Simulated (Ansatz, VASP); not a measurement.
## One calculation of MnSiTe4Pt2, two programs

```
CELL_PARAMETERS angstrom
-3.95980 3.95980 3.28278
3.95980 -3.95980 3.28278
3.95980 3.95980 -3.28278
ATOMIC_POSITIONS crystal
Pt 0.50000 0.00000 0.50000
Pt 0.00000 0.50000 0.50000
Mn 0.50000 0.50000 0.00000
Si 0.00000 0.00000 0.00000
Te 0.40448 0.40448 0.34576
Te 0.59552 0.94128 0.00000
Te 0.05872 0.05872 0.65424
Te 0.94128 0.59552 0.00000
```

Alike in both runs: task single point; functional PBE; k mesh 7 × 7 × 7; no spin polarisation.

|  | VASP | Ansatz |
| --- | --- | --- |
| version | VASP 6.6.1 | Ansatz 0.2.0 |
| potentials or method | VASP PAW PBE potentials, release 64 (Pt, Mn_pv, Si, Te), cutoff 520 eV | PAW plane waves |
| occupations | fermi-dirac, width 0.1 eV | fermi-dirac |
| valence electrons in the cell | 61 | 119 |

|  | VASP | Ansatz | Ansatz less VASP |
| --- | --- | --- | --- |
| pressure (GPa) | -4.8 | -4.8 | +0.03 |
| traceless stress, the component that is largest in VASP (GPa) | -1.01 | -1.03 | -0.023 |
| rms of the force components (eV/Å) | 0.507 | 0.497 | -0.0106 |

Atom by atom the forces differ by 0.012 eV/Å (rms over components). VASP's potentials hold 61 valence electrons a cell and Ansatz's 119, so a difference there can come from the potentials and not from the codes.

Spin-orbit coupling is off throughout.
